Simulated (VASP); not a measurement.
# ZrC (Fm-3m) in VASP: further runs

ZrC is run at these levels: PBEsol; tasks: relaxation of cell and atoms, single point.

Program: VASP 6.6.1. These are calculated values, not measurements. Logs are shortened: lines on timing, memory, paths and dates and some standing lists are left out, and cuts for length are marked.

### 1 The cell of the first run

Symmetry: Fm-3m, No. 225, cubic system. The conventional cell has a = 4.669 Å, b = 4.669 Å, c = 4.669 Å, α = 90.00°, β = 90.00°, γ = 90.00°. Within 3.1 Å of Zr (site symmetry m-3m) lie 6 C at 2.33 Å. C (site symmetry m-3m) has 6 Zr at 2.33 Å within 3.1 Å.

### 2 Relaxation of cell and atoms, PBEsol

INCAR

```
SYSTEM = ZrC
PREC = Accurate
ENCUT = 600
EDIFF = 1E-6
ISMEAR = 0
SIGMA = 0.1
LREAL = .False.
LASPH = .True.
NELM = 80
ALGO = Normal
ISIF = 3
LWAVE = .False.
LCHARG = .False.
GGA = PS
IBRION = 2
NSW = 100
EDIFFG = -0.005
```

KPOINTS

```
regular mesh
0
Gamma
  16 16 16
  0 0 0
```

POSCAR

```
ZrC
1.0
    0.0000000000      2.3345629340      2.3345629340
    2.3345629340      0.0000000000      2.3345629340
    2.3345629340      2.3345629340      0.0000000000
Zr C
1 1
Direct
    0.5000000000      0.5000000000      0.5000000000
    0.0000000000      0.0000000000      0.0000000000
```

Potentials or basis: VASP PAW PBE potentials, release 64 (Zr_sv, C).

On the command line:

```
$ cat potpaw_PBE.64/Zr_sv/POTCAR potpaw_PBE.64/C/POTCAR > POTCAR
$ mpirun -np 1 vasp_std > vasp.out
```

OUTCAR:

```text
SYSTEM = ZrC
   PREC = Accurate
   ENCUT = 600
   EDIFF = 1E-6
   ISMEAR = 0
   LREAL = .False.
   LASPH = .True.
   NELM = 80
   ISIF = 3
   GGA = PS
   IBRION = 2
   NSW = 100
   EDIFFG = -0.005

 ion  position               nearest neighbor table
   1  0.500  0.500  0.500-   2 2.33   2 2.33   2 2.33   2 2.33   2 2.33   2 2.33
   2  0.000  0.000  0.000-   1 2.33   1 2.33   1 2.33   1 2.33   1 2.33   1 2.33

  LATTYP: Found a face centered cubic cell.
 ALAT       =     4.6691258680

  Lattice vectors:

 A1 = (   0.0000000000,   2.3345629340,   2.3345629340)
 A2 = (   2.3345629340,   0.0000000000,   2.3345629340)
 A3 = (   2.3345629340,   2.3345629340,   0.0000000000)

Analysis of symmetry for initial positions (statically):
=====================================================================
 Subroutine PRICEL returns:
 Original cell was already a primitive cell.

 Routine SETGRP: Setting up the symmetry group for a
 face centered cubic supercell.

 Subroutine GETGRP returns: Found 48 space group operations
[... 9 lines left out ...]

 Routine SETGRP: Setting up the symmetry group for a
 face centered cubic supercell.

 Subroutine GETGRP returns: Found 48 space group operations
[... 11 lines left out ...]
                                     Primitive cell

  volume of cell :      25.4476

  direct lattice vectors                    reciprocal lattice vectors
     0.000000000  2.334562934  2.334562934    -0.214172851  0.214172851  0.214172851
     2.334562934  0.000000000  2.334562934     0.214172851 -0.214172851  0.214172851
     2.334562934  2.334562934  0.000000000     0.214172851  0.214172851 -0.214172851

  length of vectors
     3.301570563  3.301570563  3.301570563     0.370958260  0.370958260  0.370958260

  position of ions in fractional coordinates (direct lattice)
     0.500000000  0.500000000  0.500000000
     0.000000000  0.000000000  0.000000000

  ion indices of the primitive-cell ions
   primitive index   ion index
                 1           1
                 2           2

----------------------------------------------------------------------------------------

 KPOINTS: regular mesh

Automatic generation of k-mesh.
 Grid dimensions read from file:
 generate k-points for:   16   16   16
[... 72 lines left out ...]
   POTIM  = 0.5000    time-step for ionic-motion
   TEBEG  =    0.0;   TEEND  =   0.0 temperature during run
   PSTRESS=    0.0 pullay stress
   NELECT =      16.0000    total number of electrons
   NUPDOWN=      -1.0000    fix difference up-down
   EMIN   =  10.00;   EMAX   =-10.00  energy-range for DOS
   EFERMI =   0.00;   METHOD = LEGACY
   ISMEAR =     0;   SIGMA  =   0.10  broadening in eV -4-tet -1-fermi 0-gaus
   EFERMI_NEDOS =   21; number of points for ismear=-14 and -15
   IALGO  =     38    algorithm
   IMIX   =      4    mixing-type and parameters
     AMIX     =   0.40;   BMIX     =  1.00
     AMIX_MAG =   1.60;   BMIX_MAG =  1.00
  volume/ion in A,a.u.               =      12.72        85.86
  Fermi-wavevector in a.u.,A,eV,Ry     =   1.402488  2.650319 26.762297  1.966973
  Thomas-Fermi vector in A             =   2.525245
   LORBIT       =      0    0 simple, 1 ext, 2 COOP (PROOUT), +10 PAW based schemes
   GGA     = PS    functional components
   LHFCALC =     F    Hartree Fock is set to
   AEXX    =    0.0000 exact exchange contribution
   IVDW    =     0    specifies the selected vdW correction
   LEPSILON=     F    determine dielectric tensor
   LRPA    =     F    only Hartree local field effects (RPA)
 conjugate gradient relaxation of ions
 non-spin polarized calculation
 Gauss-broadening in eV      SIGMA  =   0.10
  energy-cutoff  :      600.00
  volume of cell :       25.45
 maximum number of plane-waves:       877
   NGX = 13   NGY = 13   NGZ = 13

--------------------------------------- Ionic step        1  -------------------------------------------

 number of electron      16.0000000 magnetization

 Free energy of the ion-electron system (eV)
  ---------------------------------------------------
  ext. energy  EPLUGINS =         0.00000000
  ---------------------------------------------------
  free energy    TOTEN  =       -20.57439791 eV

  energy without entropy =      -20.57265154  energy(sigma->0) =      -20.57352472

------------------------ aborting loop because EDIFF is reached ----------------------------------------

  FORCE on cell =-STRESS in cart. coord.  units (eV):
  Direction    XX          YY          ZZ          XY          YZ          ZX
  --------------------------------------------------------------------------------------
  -------------------------------------------------------------------------------------
  Total        0.0419982      0.0419982      0.0419982      0.0000000      0.0000000     -0.0000000
  in kB        2.6442006      2.6442006      2.6442006      0.0000000      0.0000000     -0.0000000
  external PRESSURE =       2.6442006 kB  Pullay stress =       0.0000000 kB
[... 59 lines left out ...]
--------------------------------------- Ionic step        3  -------------------------------------------

 number of electron      16.0000000 magnetization

 Free energy of the ion-electron system (eV)
  ---------------------------------------------------
  ext. energy  EPLUGINS =         0.00000000
  ---------------------------------------------------
  free energy    TOTEN  =       -20.57441916 eV

  energy without entropy =      -20.57266665  energy(sigma->0) =      -20.57354290

 E-fermi :   9.6959     XC(G=0): -12.3737

 val. band max:        9.6700166027   @ k =   0.3750   0.3125   0.0000
 cond. band min:       9.7353182929   @ k =   0.4375   0.4375   0.0000
 fundamental gap:      0.0653016902
 Fermi energy:         9.6959179073

 k-point     1 :       0.0000    0.0000    0.0000
  band No.  band energies     occupation
      1     -38.1888      2.00000
      2     -15.9172      2.00000
      3     -15.9172      2.00000
      4     -15.9172      2.00000
      5      -1.6359      2.00000
      6      10.6682      0.00000
      7      10.6682      0.00000
      8      10.6682      0.00000
      9      10.7754      0.00000
     10      10.7754      0.00000
     11      10.7754      0.00000
     12      12.5729      0.00000
[... 331 lines left out ...]
 k-point    24 :      -0.0625    0.0625    0.0000
  band No.  band energies     occupation
      1     -38.1777      2.00000
      2     -16.0087      2.00000
      3     -15.9413      2.00000
      4     -15.9188      2.00000
      5      -1.3923      2.00000
      6       9.3059      2.00000
      7       9.5228      1.98565
      8       9.6513      1.47223
      9      10.9224      0.00000
     10      11.5729      0.00000
     11      11.6661      0.00000
     12      13.2172      0.00000

 [... further k-points ...]
[... 5 lines left out ...]
  --------------------------------------------------------------------------------------
  -------------------------------------------------------------------------------------
  Total       -0.0004919     -0.0004919     -0.0004919      0.0000000      0.0000000     -0.0000000
  in kB       -0.0309364     -0.0309364     -0.0309364      0.0000000      0.0000000     -0.0000000
  external PRESSURE =      -0.0309364 kB  Pullay stress =       0.0000000 kB
[... 17 lines left out ...]
  FREE ENERGIE OF THE ION-ELECTRON SYSTEM (eV)
  ---------------------------------------------------
  free  energy   TOTEN  =       -20.5744191561 eV

  energy  without entropy=      -20.5726666488  energy(sigma->0) =      -20.57354290

 reached required accuracy - stopping structural energy minimisation
```

CONTCAR:

```text
ZrC
   1.00000000000000
     0.0000000000000000    2.3353767233038774    2.3353767233038774
     2.3353767233038774    0.0000000000000000    2.3353767233038774
     2.3353767233038774    2.3353767233038774    0.0000000000000000
  Zr              C
     1     1
Direct
     0.5000000000000000    0.5000000000000000    0.5000000000000000
     0.0000000000000000    0.0000000000000000    0.0000000000000000

  0.00000000E+00  0.00000000E+00  0.00000000E+00
  0.00000000E+00  0.00000000E+00  0.00000000E+00
```

Wall time 3 min (1 thread of AMD EPYC 7R13, shared host); peak memory 0.18 GiB.

Results:

```yaml
Free_energy: -20.5744 eV
Relaxed_volume: 12.74 Å³/atom
Relaxed_cell: a = 3.303 Å, b = 3.303 Å, c = 3.303 Å, α = 60.00°, β = 60.00°, γ = 60.00°
Space_group_after_relaxing_to_0.05_Å: Fm-3m (No. 225)
Energy_gained_by_relaxing: 0.0 meV/atom
Ionic_steps: 3
Pressure_after_relaxing: 0.0 GPa
Band_gap_on_the_k_mesh: zero (band 8 reaches 10.67 eV, above the bottom of band 9 at 9.34 eV)
```

Final structure:
```
CELL_PARAMETERS angstrom
0.00000 2.33538 2.33538
2.33538 0.00000 2.33538
2.33538 2.33538 0.00000
ATOMIC_POSITIONS crystal
Zr 0.50000 0.50000 0.50000
C 0.00000 0.00000 0.00000
```

Caveat: the PAW data sets were made with another functional, which shifts forces and pressure a little.

### 3 Single point, PBEsol

INCAR

```
PREC = Accurate
ENCUT = 600
EDIFF = 1E-6
ISMEAR = 0
SIGMA = 0.1
LREAL = False
LASPH = True
NELM = 120
ALGO = Normal
ISIF = 2
LWAVE = False
LCHARG = False
GGA = PS
NBANDS = 15
GGA_COMPAT = False
```

KPOINTS

```
regular mesh
0
Gamma
  8 8 8
```

POSCAR

```
ZrC
1.0
    0.0000000000      2.3345629488      2.3345629488
    2.3345629488      0.0000000000      2.3345629488
    2.3345629488      2.3345629488      0.0000000000
Zr C
1 1
Direct
    0.5000000000      0.5000000000      0.5000000000
    0.0000000000      0.0000000000      0.0000000000
```

Potentials or basis: VASP PAW PBE potentials, release 64 (Zr_sv, C).

On the command line:

```
$ cat potpaw_PBE.64/Zr_sv/POTCAR potpaw_PBE.64/C/POTCAR > POTCAR
$ mpirun -np 1 vasp_std > vasp.out
```

OUTCAR:

```text
PREC = Accurate
   ENCUT = 600
   EDIFF = 1E-6
   ISMEAR = 0
   LREAL = False
   LASPH = True
   NELM = 120
   ISIF = 2
   GGA = PS

 ion  position               nearest neighbor table
   1  0.500  0.500  0.500-   2 2.33   2 2.33   2 2.33   2 2.33   2 2.33   2 2.33
   2  0.000  0.000  0.000-   1 2.33   1 2.33   1 2.33   1 2.33   1 2.33   1 2.33

  LATTYP: Found a face centered cubic cell.
 ALAT       =     4.6691258976

  Lattice vectors:

 A1 = (   0.0000000000,   2.3345629488,   2.3345629488)
 A2 = (   2.3345629488,   0.0000000000,   2.3345629488)
 A3 = (   2.3345629488,   2.3345629488,   0.0000000000)

Analysis of symmetry for initial positions (statically):
=====================================================================
 Subroutine PRICEL returns:
 Original cell was already a primitive cell.

 Routine SETGRP: Setting up the symmetry group for a
 face centered cubic supercell.

 Subroutine GETGRP returns: Found 48 space group operations
 (whereof 48 operations were pure point group operations)
 out of a pool of 48 trial point group operations.

The static configuration has the point symmetry O_h .

Analysis of symmetry for dynamics (positions and initial velocities):
[... 178 lines left out ...]
     10      10.7875      0.00000
     11      10.7875      0.00000
     12      12.5880      0.00000
     13      12.5880      0.00000
     14      17.2493      0.00000
[... 401 lines left out ...]
      2     -16.6913      2.00000
      3     -16.2287      2.00000
      4     -16.0679      2.00000
      5       0.8706      2.00000
      6       5.3820      2.00000
      7       7.1708      2.00000
      8       7.2753      2.00000
      9      13.1570      0.00000
     10      13.5942      0.00000
     11      15.1209      0.00000
     12      17.9762      0.00000
     13      18.7406      0.00000
     14      20.1504      0.00000
     15      23.5955      0.00000

 [... further k-points ...]

------------------------ aborting loop because EDIFF is reached ----------------------------------------

  FORCE on cell =-STRESS in cart. coord.  units (eV):
  Direction    XX          YY          ZZ          XY          YZ          ZX
  --------------------------------------------------------------------------------------
  -------------------------------------------------------------------------------------
  Total        0.0421632      0.0421632      0.0421632     -0.0000000     -0.0000000      0.0000000
  in kB        2.6545888      2.6545888      2.6545888     -0.0000000     -0.0000000      0.0000000
  external PRESSURE =       2.6545888 kB  Pullay stress =       0.0000000 kB

 VOLUME and BASIS-vectors are now :
 -----------------------------------------------------------------------------
  energy-cutoff  :      600.00
  volume of cell :       25.45
      direct lattice vectors                 reciprocal lattice vectors
     0.000000000  2.334562949  2.334562949    -0.214172850  0.214172850  0.214172850
     2.334562949  0.000000000  2.334562949     0.214172850 -0.214172850  0.214172850
     2.334562949  2.334562949  0.000000000     0.214172850  0.214172850 -0.214172850

 POSITION                                       TOTAL-FORCE (eV/Angst)
 -----------------------------------------------------------------------------------
      2.33456      2.33456      2.33456        -0.000000      0.000000      0.000000
      0.00000      0.00000      0.00000         0.000000     -0.000000     -0.000000
 -----------------------------------------------------------------------------------
    total drift:                                0.000000      0.000000      0.000000

  FREE ENERGIE OF THE ION-ELECTRON SYSTEM (eV)
  ---------------------------------------------------
  free  energy   TOTEN  =       -20.5720708891 eV

  energy  without entropy=      -20.5700450550  energy(sigma->0) =      -20.57105797
```

stdout:

```text
POSCAR found type information on POSCAR ZrC
 POSCAR found :  2 types and       2 ions
 scaLAPACK will be used
 -----------------------------------------------------------------------------
|                                                                             |
|                                                                             |
|     You enforced a specific xc type in the INCAR file but a different       |
|     I HOPE YOU KNOW WHAT YOU ARE DOING!                                     |
|                                                                             |
 -----------------------------------------------------------------------------

 LDA part: xc-table for (Slater+PW92), standard interpolation
 POSCAR, INCAR and KPOINTS ok, starting setup
 FFT: planning ... GRIDC
 FFT: planning ... GRID_SOFT
 FFT: planning ... GRID
 WAVECAR not read
 entering main loop
```

Wall time 28 s (1 thread of Intel Xeon 8259CL, shared host); peak memory 0.16 GiB.

Results:

* Free energy: -20.5721 eV
* Pressure: 0.3 GPa
* Band gap on the k mesh: zero (band 8 reaches 10.68 eV, above the bottom of band 9 at 9.35 eV)

Caveat: the PAW data sets were made with another functional, which shifts forces and pressure a little.
